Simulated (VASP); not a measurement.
InP: single point with PBE

The system is InP.

```
In P
1.0
     0.00000    2.92425    2.92425
     2.92425    0.00000    2.92425
     2.92425    2.92425    0.00000
In P
1 1
Direct
  0.00000 0.00000 0.00000
  0.25000 0.25000 0.25000
```

This cell differs from its parent crystal: strain -1.0%.

* Program: VASP 6.6.1
* Task: single point
* Functional: PBE
* Potentials or basis: VASP PAW PBE potentials, release 64 (In_d, P)
* Cutoff: 500 eV
* k mesh: 4 × 4 × 4
* Occupations: gaussian, width 0.01 eV
* Spin: no spin polarisation

```json
{
  "Pressure": "4.0 GPa",
  "Band gap on the k mesh": "0.73 eV, direct"
}
```

Levels at points of the mesh, in eV from the valence-band top:
| k point | band 6 | band 7 | band 8 | band 9 | band 10 | band 11 | band 12 | band 13 |
| --- | --- | --- | --- | --- | --- | --- | --- | --- |
| (0.00, 0.00, 0.00) | -11.57 | 0.00 | 0.00 | 0.00 | 0.73 | 4.06 | 4.06 | 4.06 |
| (0.50, 0.00, 0.00) | -9.82 | -5.78 | -0.99 | -0.99 | 1.50 | 4.78 | 4.78 | 7.10 |
| (0.50, 0.50, 0.00) | -9.15 | -5.80 | -2.35 | -2.35 | 1.72 | 2.25 | 9.26 | 9.62 |

It used 16 s of CPU time on 1 thread of AMD EPYC 7R13 Processor (Zen 3), with other jobs on the host.

Caveat: the k points lie up to 0.47 Å⁻¹ apart; the cell differs from its parent crystal (strain -1.0%); spin-orbit coupling is left out, which moves the levels of the heavy elements.
